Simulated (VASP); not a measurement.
## WSe2: single point with PBEsol

WSe2, a slab with vacuum:

```
W Se
1.0
     3.27025    0.00000    0.00000
    -1.63513    2.83212    0.00000
     0.00000    0.00000   16.66122
W Se
1 2
Direct
  0.00000 0.00000 0.00900
  0.33333 0.66667 0.10040
  0.33333 0.66667 0.89960
```

This cell differs from its parent crystal: atom 1 (W) moved +0.150 Å along Cartesian [0 0 1].

| Property | Result |
| --- | --- |
| Program | VASP 6.6.1 |
| Task | single point |
| Functional | PBEsol |
| Potentials or basis | VASP PAW PBE potentials, release 64 (W_sv, Se) |
| Cutoff | 520 eV |
| k mesh | 12 × 12 × 2 |
| Occupations | gaussian, width 0.05 eV |
| Spin | no spin polarisation |
| Dipole correction | no |
| Further INCAR settings | ALGO = Normal; EDIFF = 1e-06; NBANDS = 20 |

```json
{
 "Largest force": "4.457 eV/Å",
 "Band gap on the k mesh": "1.58 eV (least direct gap 1.70 eV)"
}
```

Forces on the atoms (eV/Å):
```
W    0.000  0.000 -4.457
Se   0.000  0.000  2.678
Se   0.000  0.000  1.780
```

Levels at points of the mesh, in eV from the valence-band top:
```csv
k point,band 9,band 10,band 11,band 12,band 13,band 14,band 15,band 16,band 17,band 18
"(0.00, 0.00, 0.00)",-2.52,-2.31,-0.90,-0.90,-0.01,2.85,2.85,3.79,3.79,4.43
"(0.50, 0.00, 0.00)",-4.14,-3.02,-2.09,-0.83,-0.64,2.58,2.84,3.68,4.67,4.70
"(0.00, 0.00, 0.50)",-2.52,-2.31,-0.90,-0.90,-0.01,2.85,2.85,3.79,3.79,4.49
"(0.50, 0.00, 0.50)",-4.14,-3.02,-2.09,-0.83,-0.64,2.58,2.84,3.68,4.67,4.70
```

Wall time 3.6 min on 1 thread of Intel Xeon 8259CL (shared host), peak memory 0.32 GiB.

Caveat: the cell differs from its parent crystal (atom 1 (W) moved +0.150 Å along Cartesian [0 0 1]); the PAW data sets were made with another functional, which shifts forces and pressure a little; spin-orbit coupling is left out, which moves the levels of the heavy elements.
